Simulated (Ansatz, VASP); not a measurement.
Na2MgScC6N6 in VASP and in Ansatz

```
Na Mg Sc C N
1.0
     0.00000    5.62162    5.62162
     5.62162    0.00000    5.62162
     5.62162    5.62162    0.00000
Na Mg Sc C N
2 1 1 6 6
Direct
  0.25000 0.25000 0.25000
  0.75000 0.75000 0.75000
  0.50000 0.50000 0.50000
  0.00000 0.00000 0.00000
  0.79474 0.20526 0.20526
  0.20526 0.79474 0.20526
  0.20526 0.20526 0.79474
  0.20526 0.79474 0.79474
  0.79474 0.20526 0.79474
  0.79474 0.79474 0.20526
  0.69033 0.30967 0.30967
  0.30967 0.69033 0.30967
  0.30967 0.30967 0.69033
  0.30967 0.69033 0.69033
  0.69033 0.30967 0.69033
  0.69033 0.69033 0.30967
```

Alike in both runs: functional PBE; k mesh 6 × 6 × 6; occupations gaussian, width 0.1 eV; no spin polarisation.

Ansatz relaxed the structure, and its values are those at the end. VASP's run is a single point on that final structure, the one shown.

```csv
,VASP,Ansatz
version,VASP 6.6.1,Ansatz 0.2.0
potentials or method,"VASP PAW PBE potentials, release 64 (Na_pv, Mg, Sc_sv, C, N), cutoff 520 eV","scalar-relativistic, plane waves, PAW"
valence electrons in the cell,81,93
```

|  | VASP | Ansatz | Ansatz less VASP |
| --- | --- | --- | --- |
| gap on the k mesh at the Fermi level (eV) | none | none | - |
| pressure (GPa) | 0.3 | 0.0 | -0.31 |
| rms of the force components (eV/Å) | 0.195 | 0.002 | -0.1924 |

A gap of «none» marks a metal or a gap that the smearing closes. One of these differences is far larger than is usual between the two programs; its cause wasn't traced. With one functional, cell and mesh, what is left measures potentials, basis and numerics. VASP's potentials hold 81 valence electrons a cell and Ansatz's 93, so a difference there can come from the potentials and not from the codes.

Noted on VASP's run: the standard files for N, O and F lose accuracy on very short bonds.
